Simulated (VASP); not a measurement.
Write the native input for VASP 6.6.1 that does the following.

```yaml
Task: single point
Functional: LDA
Potentials_or_basis: VASP PAW LDA potentials, release 64 (Si)
Cutoff: 520 eV
k_mesh: 12 × 12 × 6
Occupations: gaussian, width 0.03 eV
Spin: no spin polarisation
Dipole_correction: no
Further_INCAR_settings: ALGO = Normal; EDIFF = 1e-06; NBANDS = 16
```

The structure of Si lies in POSCAR:

```
Si
1.0
    3.8313174605      0.0000000000      0.0000000000
   -1.9156587303      3.3180182508      0.0000000000
    0.0000000000      0.0000000000      6.3326220002
Si
4
Direct
    0.3333333333      0.6666666667      0.1103832419
    0.6666666667      0.3333333333      0.5630095000
    0.3333333333      0.6666666667      0.4369905000
    0.6666666667      0.3333333333      0.9369905000
```

This cell differs from its parent crystal: atom 1 (Si) moved by (+0.000, +0.300) A along y and z.

The input as run:

INCAR

```
SYSTEM = Si
  ALGO = Normal
  EDIFF = 1E-6
  ENCUT = 520
  GGA = CA
  ISIF = 2
  ISMEAR = 0
  LASPH = .True.
  LCHARG = .False.
  LREAL = .False.
  LWAVE = .False.
  NBANDS = 16
  NELM = 80
  PREC = Accurate
  SIGMA = 0.03
```

KPOINTS

```
k-points
0
Gamma
  12 12 6
  0 0 0
```

Potentials or basis: VASP PAW LDA potentials, release 64 (Si).

Launch:

```console
$ cat potpaw_LDA.64/Si/POTCAR > POTCAR
$ mpirun -np 1 vasp_std > vasp.out
```

Results of the run:

| Item | Value |
| --- | --- |
| Pressure | 0.3 GPa |
| Largest force | 6.189 eV/Å |
| Band gap on the k mesh | zero (band 8 reaches 6.57 eV, above the bottom of band 9 at 6.18 eV) |

Caveat: the cell differs from its parent crystal (atom 1 (Si) moved by (+0.000, +0.300) A along y and z); forces of over 1 eV/Å act on the atoms, so gaps and moduli don't describe the material at rest.

Wall time 41 s on 1 thread of Intel(R) Xeon(R) Platinum 8559C (Emerald Rapids), on a shared host, peak memory 0.21 GiB.
